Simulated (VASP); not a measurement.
Ca, 2 atoms in the cell. Symmetry: Fd-3m, No. 227, cubic system. Conventional cell: a = 8.733 Å, b = 8.733 Å, c = 8.733 Å, α = 90.00°, β = 90.00°, γ = 90.00°. Within 5.0 Å of Ca (site symmetry -43m) lie 4 Ca at 3.78 Å. This isn't the form of Ca at room conditions, which is fcc.

```yaml
Program: VASP 6.6.1
Task: single point
Functional: PBEsol
Potentials_or_basis: VASP PAW PBE potentials, release 64 (Ca_sv)
Cutoff: 520 eV
k_mesh: 8 × 8 × 8
Occupations: fermi-dirac, width 0.1 eV
Spin: no spin polarisation
Dipole_correction: no
Further_INCAR_settings: ALGO = Normal; EDIFF = 1e-07; NBANDS = 17
```

Potentials or basis: VASP PAW PBE potentials, release 64 (Ca_sv).

Run with:

```bash
$ cat potpaw_PBE.64/Ca_sv/POTCAR > POTCAR
$ mpirun -np 1 vasp_std > vasp.out
```

Hardware: 1 thread of Intel(R) Xeon(R) 6975P-C (Granite Rapids), with other jobs on the host.

Task: Estimate the wall time of this run.

Result: It took 34 s on 1 thread of Intel(R) Xeon(R) 6975P-C (Granite Rapids), on a shared host, peak memory 0.34 GiB. Counts: scf iterations 13, k points 29.
